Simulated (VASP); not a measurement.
# Sr (Fm-3m) in VASP: notebook

The runs below take Sr through single point, with PBEsol.

Everything below comes from runs of VASP 6.6.1. Logs are shortened: lines on timing, memory, paths and dates and some standing lists are left out, and cuts for length are marked.

## Step 1: The cell of the first run

The structure is cubic, space group Fm-3m (No. 225). Conventional cell: a = 5.142 Å, b = 5.142 Å, c = 5.142 Å, α = 90.00°, β = 90.00°, γ = 90.00°. Sr (site symmetry m-3m) has 12 Sr at 3.64 Å within 4.8 Å.

## Step 2: Single point, PBEsol

Contents of INCAR:

```
PREC = Accurate ; ENCUT = 520
EDIFF = 1E-6 ; ISMEAR = -1
SIGMA = 0.05 ; LREAL = False
LASPH = True ; NELM = 100
ALGO = Normal ; ISIF = 2
LWAVE = False ; LCHARG = False
GGA = PS ; NBANDS = 11
```

Contents of KPOINTS:

```
Automatic mesh
0
Gamma
  8 8 8
```

Contents of POSCAR:

```
Sr
1.0
    0.0000000000      2.5710696261      2.5710696261
    2.5710696261      0.0000000000      2.5710696261
    2.5710696261      2.5710696261      0.0000000000
Sr
1
Direct
    0.0000000000      0.0000000000      0.0000000000
```

Potentials or basis: VASP PAW PBE potentials, release 64 (Sr_sv).

Started as:

```console
> cat potpaw_PBE.64/Sr_sv/POTCAR > POTCAR
> mpirun -np 1 vasp_std > vasp.out
```

OUTCAR:

```text
PREC = Accurate
   ENCUT = 520
   EDIFF = 1E-6
   ISMEAR = -1
   LREAL = False
   LASPH = True
   NELM = 100
   ISIF = 2
   GGA = PS

 ion  position               nearest neighbor table
   1  0.000  0.000  0.000-

  LATTYP: Found a face centered cubic cell.
 ALAT       =     5.1421392522

  Lattice vectors:

 A1 = (   0.0000000000,   2.5710696261,   2.5710696261)
 A2 = (   2.5710696261,   0.0000000000,   2.5710696261)
 A3 = (   2.5710696261,   2.5710696261,   0.0000000000)

Analysis of symmetry for initial positions (statically):
=====================================================================
 Subroutine PRICEL returns:
 Original cell was already a primitive cell.

 Routine SETGRP: Setting up the symmetry group for a
 face centered cubic supercell.

 Subroutine GETGRP returns: Found 48 space group operations
 (whereof 48 operations were pure point group operations)
 out of a pool of 48 trial point group operations.

The static configuration has the point symmetry O_h .

Analysis of symmetry for dynamics (positions and initial velocities):
=====================================================================
 Subroutine PRICEL returns:
 Original cell was already a primitive cell.

 Routine SETGRP: Setting up the symmetry group for a
 face centered cubic supercell.

 Subroutine GETGRP returns: Found 48 space group operations
 (whereof 48 operations were pure point group operations)
 out of a pool of 48 trial point group operations.

The dynamic configuration has the point symmetry O_h .

 Subroutine INISYM returns: Found 48 space group operations
 (whereof 48 operations are pure point group operations),
 and found     1 'primitive' translations

----------------------------------------------------------------------------------------

                                     Primitive cell

  volume of cell :      33.9916

  direct lattice vectors                    reciprocal lattice vectors
     0.000000000  2.571069626  2.571069626    -0.194471591  0.194471591  0.194471591
     2.571069626  0.000000000  2.571069626     0.194471591 -0.194471591  0.194471591
     2.571069626  2.571069626  0.000000000     0.194471591  0.194471591 -0.194471591

  length of vectors
     3.636041535  3.636041535  3.636041535     0.336834676  0.336834676  0.336834676

  position of ions in fractional coordinates (direct lattice)
     0.000000000  0.000000000  0.000000000

  ion indices of the primitive-cell ions
   primitive index   ion index
                 1           1

----------------------------------------------------------------------------------------

 KPOINTS: Automatic mesh

Automatic generation of k-mesh.
 Grid dimensions read from file:
 generate k-points for:    8    8    8

 Generating k-lattice:

  Cartesian coordinates                     Fractional coordinates (reciprocal lattice)
    -0.024308949  0.024308949  0.024308949     0.125000000  0.000000000  0.000000000
     0.024308949 -0.024308949  0.024308949     0.000000000  0.125000000  0.000000000
     0.024308949  0.024308949 -0.024308949     0.000000000  0.000000000  0.125000000

  Length of vectors
     0.042104334  0.042104334  0.042104334

  Shift w.r.t. Gamma in fractional coordinates (k-lattice)
     0.000000000  0.000000000  0.000000000

 Subroutine IBZKPT returns following result:
 ===========================================

 Found     29 irreducible k-points:

 Following reciprocal coordinates:
            Coordinates               Weight
  0.000000  0.000000  0.000000      1.000000
  0.125000  0.000000  0.000000      8.000000
  0.250000  0.000000  0.000000      8.000000
  0.375000  0.000000  0.000000      8.000000
  0.500000  0.000000  0.000000      4.000000
  0.125000  0.125000  0.000000      6.000000
[... 16 lines left out ...]
  0.500000  0.250000  0.125000     48.000000
 -0.375000  0.250000  0.125000     24.000000
 [... further k-points ...]
   k-points           NKPTS =     29   k-points in BZ     NKDIM =     29   number of bands    NBANDS=     11
   number of dos      NEDOS =    301   number of ions     NIONS =      1
   total plane-waves  NPLWV =  21952
   dimension x,y,z NGX =    28 NGY =   28 NGZ =   28
   dimension x,y,z NGXF=    56 NGYF=   56 NGZF=   56
   ions per type =               1
   NGX,Y,Z   is equivalent  to a cutoff of  12.80, 12.80, 12.80 a.u.
   NGXF,Y,Z  is equivalent  to a cutoff of  25.60, 25.60, 25.60 a.u.
 SYSTEM =  unknown system
   PREC   = accura    normal or accurate (medium, high low for compatibility)
   ISTART =      0    job   : 0-new  1-cont  2-samecut
   ICHARG =      2    charge: 1-file 2-atom 10-const
   ISPIN  =      1    spin polarized calculation?
   LNONCOLLINEAR =      F non collinear calculations
   LSORBIT =      F    spin-orbit coupling
   LASPH  =      T    aspherical Exc in radial PAW
   ENCUT  =  520.0 eV  38.22 Ry    6.18 a.u.   6.76  6.76  6.76*2*pi/ulx,y,z
   NELM   =    100;   NELMIN=  2; NELMDL= -5     # of ELM steps
   EDIFF  = 0.1E-05   stopping-criterion for ELM
   LREAL  =      F    real-space projection
   EDIFFG = 0.1E-04   stopping-criterion for IOM
   NSW    =      0    number of steps for IOM
   IBRION =     -1    ionic relax: 0-MD 1-quasi-New 2-CG
   NFREE  =      0    steps in history (QN), initial steepest desc. (CG)
   ISIF   =      2    stress and relaxation
   ISYM   =      2    0-nonsym 1-usesym 2-fastsym
   POTIM  = 0.5000    time-step for ionic-motion
   TEBEG  =    0.0;   TEEND  =   0.0 temperature during run
   PSTRESS=    0.0 pullay stress
   NELECT =      10.0000    total number of electrons
   NUPDOWN=      -1.0000    fix difference up-down
   EMIN   =  10.00;   EMAX   =-10.00  energy-range for DOS
   EFERMI =   0.00;   METHOD = LEGACY
   ISMEAR =    -1;   SIGMA  =   0.05  broadening in eV -4-tet -1-fermi 0-gaus
   EFERMI_NEDOS =   21; number of points for ismear=-14 and -15
   IALGO  =     38    algorithm
   IMIX   =      4    mixing-type and parameters
     AMIX     =   0.40;   BMIX     =  1.00
     AMIX_MAG =   1.60;   BMIX_MAG =  1.00
  volume/ion in A,a.u.               =      33.99       229.39
  Fermi-wavevector in a.u.,A,eV,Ry     =   1.088807  2.057547 16.129723  1.185501
  Thomas-Fermi vector in A             =   2.224997
   LORBIT       =      0    0 simple, 1 ext, 2 COOP (PROOUT), +10 PAW based schemes
   GGA     = PS    functional components
   LHFCALC =     F    Hartree Fock is set to
   AEXX    =    0.0000 exact exchange contribution
   IVDW    =     0    specifies the selected vdW correction
   LEPSILON=     F    determine dielectric tensor
   LRPA    =     F    only Hartree local field effects (RPA)
 non-spin polarized calculation
  energy-cutoff  :      520.00
  volume of cell :       33.99
 maximum number of plane-waves:       941
   NGX = 13   NGY = 13   NGZ = 13

 number of electron      10.0000000 magnetization

 Free energy of the ion-electron system (eV)
  ---------------------------------------------------
  ext. energy  EPLUGINS =         0.00000000
  ---------------------------------------------------
  free energy    TOTEN  =        -1.41440207 eV

  energy without entropy =       -1.40556687  energy(sigma->0) =       -1.40998447

 E-fermi :   3.3745     XC(G=0):  -9.1003

 val. band max:        3.2248210540   @ k =  -0.3750   0.2500   0.0000
 cond. band min:       3.3892037918   @ k =   0.5000   0.3750   0.0000
 fundamental gap:      0.1643827378
 Fermi energy:         3.3744500905

 k-point     1 :       0.0000    0.0000    0.0000
  band No.  band energies     occupation
      1     -32.3293      2.00000
      2     -13.9485      2.00000
      3     -13.9485      2.00000
      4     -13.9485      2.00000
      5      -0.7802      2.00000
      6       6.2505      0.00000
      7       6.2505      0.00000
      8       6.2505      0.00000
      9       8.6980      0.00000
     10       8.6980      0.00000
     11      12.1598      0.00000

 k-point     2 :       0.1250    0.0000    0.0000
  band No.  band energies     occupation
      1     -32.3122      2.00000
      2     -14.1013      2.00000
      3     -13.9660      2.00000
      4     -13.9660      2.00000
      5      -0.3640      2.00000
      6       5.7229      0.00000
      7       6.4313      0.00000
      8       6.4313      0.00000
      9       8.4383      0.00000
     10       8.4383      0.00000
     11      13.0679      0.00000

 k-point     3 :       0.2500    0.0000    0.0000
  band No.  band energies     occupation
      1     -32.2705      2.00000
      2     -14.4506      2.00000
      3     -14.0080      2.00000
      4     -14.0080      2.00000
      5       0.6681      2.00000
      6       4.9082      0.00000
      7       6.4973      0.00000
      8       6.4973      0.00000
      9       8.5634      0.00000
     10       8.5634      0.00000
     11      12.3401      0.00000

 k-point     4 :       0.3750    0.0000    0.0000
  band No.  band energies     occupation
      1     -32.2284      2.00000
      2     -14.7763      2.00000
      3     -14.0493      2.00000
      4     -14.0493      2.00000
      5       1.6661      2.00000
      6       4.6098      0.00000
      7       6.1524      0.00000
      8       6.1524      0.00000
      9       9.6820      0.00000
     10       9.6820      0.00000
     11      11.6644      0.00000

 k-point     5 :       0.5000    0.0000    0.0000
  band No.  band energies     occupation
      1     -32.2107      2.00000
      2     -14.9054      2.00000
      3     -14.0662      2.00000
      4     -14.0662      2.00000
      5       1.9912      2.00000
      6       4.7327      0.00000
      7       5.9803      0.00000
      8       5.9803      0.00000
      9      10.5028      0.00000
     10      10.5028      0.00000
     11      11.8616      0.00000

 k-point     6 :       0.1250    0.1250    0.0000
  band No.  band energies     occupation
      1     -32.3065      2.00000
      2     -14.0985      2.00000
      3     -13.9982      2.00000
      4     -13.9982      2.00000
      5      -0.2269      2.00000
      6       5.5069      0.00000
      7       6.5741      0.00000
      8       6.5741      0.00000
      9       7.6844      0.00000
     10       8.9142      0.00000
     11      13.5140      0.00000

 k-point     7 :       0.2500    0.1250    0.0000
  band No.  band energies     occupation
      1     -32.2731      2.00000
      2     -14.3565      2.00000
      3     -14.0503      2.00000
      4     -14.0368      2.00000
      5       0.6078      2.00000
      6       4.8399      0.00000
      7       6.3723      0.00000
      8       6.8385      0.00000
      9       7.6108      0.00000
     10       9.1532      0.00000
     11      13.7017      0.00000

 k-point     8 :       0.3750    0.1250    0.0000
  band No.  band energies     occupation
      1     -32.2310      2.00000
      2     -14.6682      2.00000
      3     -14.0975      2.00000
      4     -14.0914      2.00000
      5       1.7027      2.00000
      6       4.3993      0.00000
      7       5.7085      0.00000
      8       6.6410      0.00000
      9       8.8422      0.00000
     10      10.0116      0.00000
     11      12.7128      0.00000
[... 141 lines left out ...]
 k-point    19 :       0.5000    0.3750    0.0000
  band No.  band energies     occupation
      1     -32.1779      2.00000
      2     -14.7753      2.00000
      3     -14.3268      2.00000
      4     -14.2482      2.00000
      5       2.2993      2.00000
      6       3.3892      0.85352
      7       5.7493      0.00000
      8       9.0562      0.00000
      9      10.3508      0.00000
     10      10.8218      0.00000
     11      12.0342      0.00000

 k-point    20 :      -0.3750    0.3750    0.0000
  band No.  band energies     occupation
      1     -32.1753      2.00000
      2     -14.6844      2.00000
      3     -14.4979      2.00000
      4     -14.2080      2.00000
      5       2.8820      1.99989
      6       3.6318      0.01157
      7       5.3107      0.00000
      8       8.1985      0.00000
      9       9.9077      0.00000
     10      10.1214      0.00000
     11      12.8258      0.00000

 k-point    21 :       0.5000    0.5000    0.0000
  band No.  band energies     occupation
      1     -32.1723      2.00000
      2     -14.8343      2.00000
      3     -14.2785      2.00000
      4     -14.2785      2.00000
      5       2.0466      2.00000
      6       3.1505      1.97757
      7       6.3059      0.00000
      8      10.5419      0.00000
      9      11.0554      0.00000
     10      11.0554      0.00000
     11      11.6550      0.00000

 k-point    22 :       0.3750    0.2500    0.1250
  band No.  band energies     occupation
      1     -32.2395      2.00000
      2     -14.5292      2.00000
      3     -14.1850      2.00000
      4     -14.0654      2.00000
      5       1.5082      2.00000
      6       4.3944      0.00000
      7       5.5311      0.00000
      8       7.4278      0.00000
      9       7.6819      0.00000
     10      10.0430      0.00000
     11      14.1640      0.00000

 k-point    23 :       0.5000    0.2500    0.1250
  band No.  band energies     occupation
      1     -32.2055      2.00000
      2     -14.7003      2.00000
      3     -14.2899      2.00000
      4     -14.1177      2.00000
      5       2.5442      2.00000
      6       4.1501      0.00000
      7       4.9185      0.00000
      8       7.0898      0.00000
      9       8.9495      0.00000
     10      11.1213      0.00000
     11      12.8088      0.00000

 k-point    24 :      -0.3750    0.2500    0.1250
  band No.  band energies     occupation
      1     -32.1914      2.00000
      2     -14.7725      2.00000
      3     -14.3231      2.00000
      4     -14.1461      2.00000
      5       3.0373      1.99765
      6       3.8406      0.00018
      7       5.0978      0.00000
      8       6.8838      0.00000
      9       9.8166      0.00000
     10      11.1367      0.00000
     11      11.9439      0.00000

 [... further k-points ...]
[... 5 lines left out ...]
  --------------------------------------------------------------------------------------
  -------------------------------------------------------------------------------------
  Total        2.1404849      2.1404849      2.1404849      0.0000000      0.0000000     -0.0000000
  in kB      100.8907240    100.8907240    100.8907240      0.0000000      0.0000000     -0.0000000
  external PRESSURE =     100.8907240 kB  Pullay stress =       0.0000000 kB

 VOLUME and BASIS-vectors are now :
 -----------------------------------------------------------------------------
  energy-cutoff  :      520.00
  volume of cell :       33.99
      direct lattice vectors                 reciprocal lattice vectors
     0.000000000  2.571069626  2.571069626    -0.194471591  0.194471591  0.194471591
     2.571069626  0.000000000  2.571069626     0.194471591 -0.194471591  0.194471591
     2.571069626  2.571069626  0.000000000     0.194471591  0.194471591 -0.194471591

 POSITION                                       TOTAL-FORCE (eV/Angst)
 -----------------------------------------------------------------------------------
      0.00000      0.00000      0.00000         0.000000      0.000000      0.000000
 -----------------------------------------------------------------------------------
    total drift:                                0.000000     -0.000000     -0.000000

  FREE ENERGIE OF THE ION-ELECTRON SYSTEM (eV)
  ---------------------------------------------------
  free  energy   TOTEN  =        -1.4144020698 eV

  energy  without entropy=       -1.4055668741  energy(sigma->0) =       -1.40998447
```

It took 5.7 s on 1 thread of Intel Xeon 6975P-C (Granite Rapids), shared host; peak memory 0.15 GiB.

Results:

- Free energy: -1.4144 eV
- Pressure: 10.1 GPa
- Band gap on the k mesh: zero (band 5 reaches 3.39 eV, above the bottom of band 6 at 3.15 eV)

Levels at points of the mesh, in eV from the Fermi level:
| k point | band 1 | band 2 | band 3 | band 4 | band 5 | band 6 | band 7 | band 8 | band 9 | band 10 |
| --- | --- | --- | --- | --- | --- | --- | --- | --- | --- | --- |
| (0.00, 0.00, 0.00) | -35.70 | -17.32 | -17.32 | -17.32 | -4.15 | 2.88 | 2.88 | 2.88 | 5.32 | 5.32 |
| (0.50, 0.00, 0.00) | -35.59 | -18.28 | -17.44 | -17.44 | -1.38 | 1.36 | 2.61 | 2.61 | 7.13 | 7.13 |
| (0.50, 0.50, 0.00) | -35.55 | -18.21 | -17.65 | -17.65 | -1.33 | -0.22 | 2.93 | 7.17 | 7.68 | 7.68 |

Caveat: the PAW data sets were made with another functional, which shifts forces and pressure a little.

[end of part 1 of 3]
